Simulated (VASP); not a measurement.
# B (P1) in VASP: single point with PBE

Aim: the single point of B with PBE.

Everything below comes from runs of VASP 6.6.1. Logs are shortened: lines on timing, memory, paths and dates and some standing lists are left out, and cuts for length are marked.

## 1. The cell of the first run

The typed cell holds 12 atoms: a = 3.129 Å, b = 3.167 Å, c = 7.884 Å, α = 92.55°, β = 90.97°, γ = 94.14°.

## 2. Single point, PBE

Input file INCAR:

```
SYSTEM = B
ALGO = Normal ; EDIFF = 1E-6
ENCUT = 520 ; GGA = PE
ISIF = 2 ; ISMEAR = 0
LASPH = .True. ; LCHARG = .False.
LREAL = .False. ; LWAVE = .False.
NBANDS = 30 ; NELM = 60
PREC = Accurate ; SIGMA = 0.1
```

Input file KPOINTS:

```
k-points
0
Gamma
  12 12 6
  0 0 0
```

Input file POSCAR:

```
B
1.0
    3.1291283724      0.0018827691     -0.0001153740
   -0.2306689843      3.1585860955     -0.0020013794
   -0.1334442745     -0.3566651462      7.8746409970
B
12
Direct
    0.6276382622      0.1326176097      0.8111209376
    0.8866252540      0.8642175079      0.2923836328
    0.1315511194      0.9538542971      0.7136204719
    0.3771720475      0.0636376180      0.1940653569
    0.8498653398      0.6644457410      0.8715620517
    0.1263290159      0.3646620313      0.3609614750
    0.8873508761      0.4293372097      0.6465122275
    0.1040669611      0.5522539241      0.1315151570
    0.3664613636      0.8340788675      0.9616639400
    0.4242556848      0.6329370153      0.5338685691
    0.6040299065      0.3700155104      0.0319096840
    0.6146541690      0.1379426681      0.4508164961
```

Potentials or basis: VASP PAW PBE potentials, release 64 (B).

Command:

```bash
cat potpaw_PBE.64/B/POTCAR > POTCAR
mpirun -np 1 vasp_std > vasp.out
```

OUTCAR:

```text
SYSTEM = B
   EDIFF = 1E-6
   ENCUT = 520
   GGA = PE
   ISIF = 2
   ISMEAR = 0
   LASPH = .True.
   LREAL = .False.
   NELM = 60
   PREC = Accurate

 ion  position               nearest neighbor table
   1  0.628  0.133  0.811-   9 1.73   5 1.76   3 1.76   7 1.81   5 1.82  11 1.87   3 1.88
   2  0.887  0.864  0.292-   8 1.75  12 1.76   6 1.76   4 1.82   6 1.90   4 1.92
   3  0.132  0.954  0.714-   1 1.76   5 1.79   7 1.83   7 1.83   1 1.88  10 1.98   9 2.14
   4  0.377  0.064  0.194-  11 1.77   6 1.81   2 1.82   8 1.82   8 1.90   2 1.92   9 1.94  12 2.14

   5  0.850  0.664  0.872-  11 1.76   1 1.76   3 1.79   9 1.79   9 1.79   1 1.82   7 1.90
   6  0.126  0.365  0.361-   2 1.76  10 1.79   4 1.81  12 1.87  12 1.88   2 1.90   8 1.93
   7  0.887  0.429  0.647-   1 1.81   3 1.83   3 1.83  10 1.86   5 1.90  12 1.92  10 1.99
   8  0.104  0.552  0.132-   2 1.75  11 1.78   9 1.82   4 1.82  11 1.88   4 1.90   6 1.93
   9  0.366  0.834  0.962-   1 1.73   5 1.79   5 1.79  11 1.80   8 1.82  11 1.86   4 1.94   3 2.14

  10  0.424  0.633  0.534-   6 1.79  12 1.82  12 1.82   7 1.86   3 1.98   7 1.99
  11  0.604  0.370  0.032-   5 1.76   4 1.77   8 1.78   9 1.80   9 1.86   1 1.87   8 1.88
  12  0.615  0.138  0.451-   2 1.76  10 1.82  10 1.82   6 1.87   6 1.88   7 1.92   4 2.14

  LATTYP: Found a triclinic cell.
 ALAT       =     3.1291289409
 B/A-ratio  =     1.4732852568
 C/A-ratio  =     3.6380078713
 COS(alpha) =     0.0041068868
 COS(beta)  =     0.4977928341
 COS(gamma) =     0.7283784852

  Lattice vectors:

 A1 = (  -3.1291283724,  -0.0018827691,   0.0001153740)
 A2 = (  -3.3597973567,   3.1567033264,  -0.0018860054)
 A3 = (  -5.6634745017,  -5.9642725830,  -7.8704074902)

Analysis of symmetry for initial positions (statically):
=====================================================================
 Subroutine PRICEL returns:
 Original cell was already a primitive cell.

 Routine SETGRP: Setting up the symmetry group for a
 triclinic supercell.

 Subroutine GETGRP returns: Found  1 space group operations
 (whereof  1 operations were pure point group operations)
 out of a pool of  2 trial point group operations.

The static configuration has the point symmetry C_1 .

Analysis of symmetry for dynamics (positions and initial velocities):
=====================================================================
 Subroutine PRICEL returns:
 Original cell was already a primitive cell.

 Routine SETGRP: Setting up the symmetry group for a
 triclinic supercell.

 Subroutine GETGRP returns: Found  1 space group operations
 (whereof  1 operations were pure point group operations)
 out of a pool of  2 trial point group operations.

The dynamic configuration has the point symmetry C_1 .

 Subroutine INISYM returns: Found  1 space group operations
 (whereof  1 operations are pure point group operations),
 and found     1 'primitive' translations

----------------------------------------------------------------------------------------

                                     Primitive cell

  volume of cell :      77.8311

  direct lattice vectors                    reciprocal lattice vectors
     3.129128372  0.001882769 -0.000115374     0.319564007  0.023341602  0.006472565
    -0.230668984  3.158586096 -0.002001379    -0.000189962  0.316592565  0.014336169
    -0.133444274 -0.356665146  7.874640997     0.000004634  0.000080806  0.126993655

  length of vectors
     3.129128941  3.166998312  7.883843494     0.320480700  0.316917046  0.126993680

  position of ions in fractional coordinates (direct lattice)
     0.627638262  0.132617610  0.811120938
     0.886625254  0.864217508  0.292383633
     0.131551119  0.953854297  0.713620472
     0.377172047  0.063637618  0.194065357
     0.849865340  0.664445741  0.871562052
     0.126329016  0.364662031  0.360961475
     0.887350876  0.429337210  0.646512227
     0.104066961  0.552253924  0.131515157
     0.366461364  0.834078867  0.961663940
     0.424255685  0.632937015  0.533868569
     0.604029907  0.370015510  0.031909684
     0.614654169  0.137942668  0.450816496

  ion indices of the primitive-cell ions
   primitive index   ion index
                 1           1
                 2           2
                 3           3
                 4           4
                 5           5
                 6           6
                 7           7
                 8           8
                 9           9
                10          10
                11          11
                12          12

----------------------------------------------------------------------------------------

 KPOINTS: k-points

Automatic generation of k-mesh.
 Grid dimensions read from file:
 generate k-points for:   12   12    6

 Generating k-lattice:

  Cartesian coordinates                     Fractional coordinates (reciprocal lattice)
     0.026630334  0.001945133  0.000539380     0.083333333  0.000000000  0.000000000
    -0.000015830  0.026382714  0.001194681     0.000000000  0.083333333 -0.000000000
     0.000000772  0.000013468  0.021165609     0.000000000  0.000000000  0.166666667

  Length of vectors
     0.026706725  0.026409754  0.021165613

  Shift w.r.t. Gamma in fractional coordinates (k-lattice)
     0.000000000  0.000000000  0.000000000

 Subroutine IBZKPT returns following result:
 ===========================================

 Found    436 irreducible k-points:

 Following reciprocal coordinates:
            Coordinates               Weight
  0.000000  0.000000  0.000000      1.000000
  0.083333  0.000000  0.000000      2.000000
  0.166667  0.000000  0.000000      2.000000
  0.250000  0.000000  0.000000      2.000000
  0.333333 -0.000000  0.000000      2.000000
  0.416667 -0.000000  0.000000      2.000000
[... 16 lines left out ...]
  0.250000  0.166667  0.000000      2.000000
  0.333333  0.166667 -0.000000      2.000000
 [... further k-points ...]
   k-points           NKPTS =    436   k-points in BZ     NKDIM =    436   number of bands    NBANDS=     30
   number of dos      NEDOS =    301   number of ions     NIONS =     12
   total plane-waves  NPLWV =  34560
   dimension x,y,z NGX =    24 NGY =   24 NGZ =   60
   dimension x,y,z NGXF=    48 NGYF=   48 NGZF=  120
   ions per type =              12
   NGX,Y,Z   is equivalent  to a cutoff of  12.75, 12.60, 12.65 a.u.
   NGXF,Y,Z  is equivalent  to a cutoff of  25.50, 25.20, 25.30 a.u.
 SYSTEM =  B
   PREC   = accura    normal or accurate (medium, high low for compatibility)
   ISTART =      0    job   : 0-new  1-cont  2-samecut
   ICHARG =      2    charge: 1-file 2-atom 10-const
   ISPIN  =      1    spin polarized calculation?
   LNONCOLLINEAR =      F non collinear calculations
   LSORBIT =      F    spin-orbit coupling
   LASPH  =      T    aspherical Exc in radial PAW
   ENCUT  =  520.0 eV  38.22 Ry    6.18 a.u.   5.82  5.89 14.66*2*pi/ulx,y,z
   NELM   =     60;   NELMIN=  2; NELMDL= -5     # of ELM steps
   EDIFF  = 0.1E-05   stopping-criterion for ELM
   LREAL  =      F    real-space projection
[... 7 lines left out ...]
   TEBEG  =    0.0;   TEEND  =   0.0 temperature during run
   PSTRESS=    0.0 pullay stress
   NELECT =      36.0000    total number of electrons
   NUPDOWN=      -1.0000    fix difference up-down
   EMIN   =  10.00;   EMAX   =-10.00  energy-range for DOS
   EFERMI =   0.00;   METHOD = LEGACY
   ISMEAR =     0;   SIGMA  =   0.10  broadening in eV -4-tet -1-fermi 0-gaus
   EFERMI_NEDOS =   21; number of points for ismear=-14 and -15
   IALGO  =     38    algorithm
   IMIX   =      4    mixing-type and parameters
     AMIX     =   0.40;   BMIX     =  1.00
     AMIX_MAG =   1.60;   BMIX_MAG =  1.00
  volume/ion in A,a.u.               =       6.49        43.77
  Fermi-wavevector in a.u.,A,eV,Ry     =   1.266071  2.392527 21.809254  1.602935
  Thomas-Fermi vector in A             =   2.399291
   LORBIT       =      0    0 simple, 1 ext, 2 COOP (PROOUT), +10 PAW based schemes
   GGA     = PE    functional components
   LHFCALC =     F    Hartree Fock is set to
   AEXX    =    0.0000 exact exchange contribution
   IVDW    =     0    specifies the selected vdW correction
   LEPSILON=     F    determine dielectric tensor
   LRPA    =     F    only Hartree local field effects (RPA)
 non-spin polarized calculation
 Gauss-broadening in eV      SIGMA  =   0.10
  energy-cutoff  :      520.00
  volume of cell :       77.83
 maximum number of plane-waves:      2119
   NGX = 11   NGY = 11   NGZ = 29

 number of electron      36.0000000 magnetization

 Free energy of the ion-electron system (eV)
  ---------------------------------------------------
  ext. energy  EPLUGINS =         0.00000000
  ---------------------------------------------------
  free energy    TOTEN  =       -75.92011413 eV

  energy without entropy =      -75.91364198  energy(sigma->0) =      -75.91687806

 E-fermi :   8.1735     XC(G=0): -12.3355

 val. band max:        8.1677082140   @ k =  -0.2500   0.3333   0.1667
 cond. band min:       8.1772096258   @ k =  -0.3333  -0.0833   0.3333
 fundamental gap:      0.0095014118
 Fermi energy:         8.1735097219

 k-point     1 :       0.0000    0.0000    0.0000
  band No.  band energies     occupation
      1      -9.2796      2.00000
      2      -7.4891      2.00000
      3      -6.7787      2.00000
      4      -2.0372      2.00000
      5      -1.7471      2.00000
      6       0.9474      2.00000
[... 22 lines left out ...]
     29      15.3942      0.00000
     30      16.3074      0.00000

 k-point     2 :       0.0833    0.0000    0.0000
  band No.  band energies     occupation
      1      -9.1983      2.00000
      2      -7.4105      2.00000
      3      -6.6974      2.00000
      4      -2.0110      2.00000
      5      -1.7113      2.00000
      6       0.5849      2.00000
[... 22 lines left out ...]
     29      15.2222      0.00000
     30      15.7119      0.00000

 k-point     3 :       0.1667    0.0000    0.0000
  band No.  band energies     occupation
      1      -8.9554      2.00000
      2      -7.1765      2.00000
      3      -6.4558      2.00000
      4      -2.0965      2.00000
      5      -1.6088      2.00000
      6      -0.2718      2.00000
[... 22 lines left out ...]
     29      15.0149      0.00000
     30      15.3667      0.00000

 k-point     4 :       0.2500    0.0000    0.0000
  band No.  band energies     occupation
      1      -8.5534      2.00000
      2      -6.7955      2.00000
      3      -6.0632      2.00000
      4      -2.7862      2.00000
      5      -1.4420      2.00000
      6      -1.0214      2.00000
[... 22 lines left out ...]
     29      15.0344      0.00000
     30      15.6081      0.00000

 k-point     5 :       0.3333   -0.0000    0.0000
  band No.  band energies     occupation
      1      -7.9995      2.00000
      2      -6.3020      2.00000
      3      -5.5583      2.00000
      4      -3.7840      2.00000
      5      -2.2488      2.00000
      6      -1.4962      2.00000
[... 22 lines left out ...]
     29      14.9011      0.00000
     30      15.4197      0.00000
[... 526 lines left out ...]
     29      15.1707      0.00000
     30      15.5540      0.00000

 k-point    22 :       0.1667    0.1667    0.0000
  band No.  band energies     occupation
      1      -8.5933      2.00000
      2      -6.8321      2.00000
      3      -6.0852      2.00000
      4      -1.9466      2.00000
      5      -1.6215      2.00000
      6      -0.9876      2.00000
[... 22 lines left out ...]
     29      15.3241      0.00000
     30      15.8606      0.00000

 k-point    23 :       0.2500    0.1667    0.0000
  band No.  band energies     occupation
      1      -8.1725      2.00000
      2      -6.4331      2.00000
      3      -5.6773      2.00000
      4      -2.6200      2.00000
      5      -1.5096      2.00000
      6      -0.9427      2.00000
[... 22 lines left out ...]
     29      15.0982      0.00000
     30      15.8698      0.00000

 k-point    24 :       0.3333    0.1667   -0.0000
  band No.  band energies     occupation
      1      -7.6023      2.00000
      2      -5.9277      2.00000
      3      -5.1813      2.00000
      4      -3.5869      2.00000
      5      -2.0834      2.00000
      6      -1.4019      2.00000
[... 22 lines left out ...]
     29      15.4796      0.00000
     30      15.8750      0.00000

 [... further k-points ...]
[... 5 lines left out ...]
  --------------------------------------------------------------------------------------
  -------------------------------------------------------------------------------------
  Total       -0.0001349      0.0347242     -0.0150165     -0.0014053     -0.0013001      0.0023251
  in kB       -0.0027779      0.7148095     -0.3091183     -0.0289278     -0.0267626      0.0478637
  external PRESSURE =       0.1343044 kB  Pullay stress =       0.0000000 kB

 VOLUME and BASIS-vectors are now :
 -----------------------------------------------------------------------------
  energy-cutoff  :      520.00
  volume of cell :       77.83
      direct lattice vectors                 reciprocal lattice vectors
     3.129128372  0.001882769 -0.000115374     0.319564007  0.023341602  0.006472565
    -0.230668984  3.158586096 -0.002001379    -0.000189962  0.316592565  0.014336169
    -0.133444274 -0.356665146  7.874640997     0.000004634  0.000080806  0.126993655

 POSITION                                       TOTAL-FORCE (eV/Angst)
 -----------------------------------------------------------------------------------
      1.82513      0.13077      6.38695         0.000936      0.004328     -0.000170
      2.53600      2.62709      2.30058        -0.004839     -0.001301     -0.002874
      0.09639      2.75856      5.61758         0.002012      0.003290     -0.005561
      1.13964      0.13250      1.52802         0.005279     -0.000864     -0.000417
      2.38977      1.78945      6.86181        -0.001850     -0.001903      0.003854
      0.26302      1.02331      2.84170         0.001578      0.002175      0.001787
      2.59133      1.12718      5.09009        -0.000123     -0.003432     -0.000955
      0.18070      1.69763      1.03452         0.005587      0.001080     -0.001775
      0.82598      2.29221      7.57105         0.000291     -0.004249      0.005676
      1.11031      1.80957      4.20271        -0.004676     -0.000342     -0.001955
      1.80048      1.15848      0.25047        -0.006833     -0.001373     -0.003185
      1.83135      0.27607      3.54967         0.002639      0.002591      0.005576
 -----------------------------------------------------------------------------------
    total drift:                               -0.000001      0.000002     -0.000038

  FREE ENERGIE OF THE ION-ELECTRON SYSTEM (eV)
  ---------------------------------------------------
  free  energy   TOTEN  =       -75.9201141308 eV

  energy  without entropy=      -75.9136419838  energy(sigma->0) =      -75.91687806
```

Wall time 5.9 min (1 thread of AMD EPYC 9R45 (Zen 5), shared host); peak memory 0.64 GiB.

What came out:

```
Free energy            : -75.9201 eV
Pressure               : 0.0 GPa
Largest force          : 0.008 eV/Å
Band gap on the k mesh : zero (bands 18 and 19 overlap by 2.80 eV)
```

Forces in eV/Å, atoms in the order of the input:
```
B    0.001  0.004  0.000
B   -0.005 -0.001 -0.003
B    0.002  0.003 -0.006
B    0.005 -0.001  0.000
B   -0.002 -0.002  0.004
B    0.002  0.002  0.002
B    0.000 -0.003 -0.001
B    0.006  0.001 -0.002
B    0.000 -0.004  0.006
B   -0.005  0.000 -0.002
B   -0.007 -0.001 -0.003
B    0.003  0.003  0.006
```

Stress tensor (GPa, compression positive):
```
 0.00  0.00  0.00
 0.00  0.07  0.00
 0.00  0.00 -0.03
```

Levels at points of the mesh, in eV from the Fermi level:
```tsv
k point	band 16	band 17	band 18	band 19	band 20	band 21
(0.00, 0.00, 0.00)	-3.16	-2.92	-0.38	1.27	2.40	2.91
(0.50, 0.00, 0.00)	-2.56	-0.49	0.33	1.29	1.87	2.67
(0.00, 0.50, 0.00)	-2.33	-0.73	0.09	1.22	1.43	2.95
(0.50, 0.50, 0.00)	-3.98	-3.31	-2.41	-2.25	0.73	4.57
(0.00, 0.00, 0.50)	-3.32	-2.55	-1.91	1.60	2.03	2.62
(0.50, 0.00, 0.50)	-2.57	-1.92	-0.06	1.17	1.74	2.29
(0.00, 0.50, 0.50)	-2.18	-1.58	-1.35	1.31	1.79	2.50
(0.50, 0.50, 0.50)	-4.77	-2.26	-0.99	-0.37	1.55	2.56
```
